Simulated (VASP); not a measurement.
A run of VASP 6.6.1:

File INCAR:

```
PREC = Accurate ; ENCUT = 500
EDIFF = 1E-7 ; ISMEAR = 0
SIGMA = 0.1 ; LREAL = F
LASPH = T ; NELM = 120
ALGO = Normal ; ISIF = 3
LWAVE = F ; LCHARG = F
GGA = PE ; IBRION = 2
NSW = 100 ; EDIFFG = -0.01
GGA_COMPAT = F ; NELMIN = 4
```

The input KPOINTS:

```
Automatic mesh
0
Gamma
  8 8 8
```

POSCAR

```
SnPtSe3
1.0
    5.0259739500      0.0000000000      0.0000000000
    0.0000000000      5.0259739500      0.0000000000
    0.0000000000      0.0000000000      5.0259739500
Sn Pt Se
1 1 3
Direct
    0.0000000000      0.0000000000      0.0000000000
    0.5000000000      0.5000000000      0.5000000000
    0.5000000000      0.5000000000      0.0000000000
    0.0000000000      0.5000000000      0.5000000000
    0.5000000000      0.0000000000      0.5000000000
```

Potentials or basis: VASP PAW PBE potentials, release 64 (Sn_d, Pt, Se).

Command:

```bash
$ cat potpaw_PBE.64/Sn_d/POTCAR potpaw_PBE.64/Pt/POTCAR potpaw_PBE.64/Se/POTCAR > POTCAR
$ mpirun -np 1 vasp_std > vasp.out
```

Hardware: 1 thread of Intel Xeon 8259CL (shared host).

Estimate the wall time of this run.

Wall time 7.4 min on 1 thread of Intel Xeon 8259CL, with other jobs on the host, peak memory 0.33 GiB. Counts: scf iterations 36, k points 35, ion steps 3.
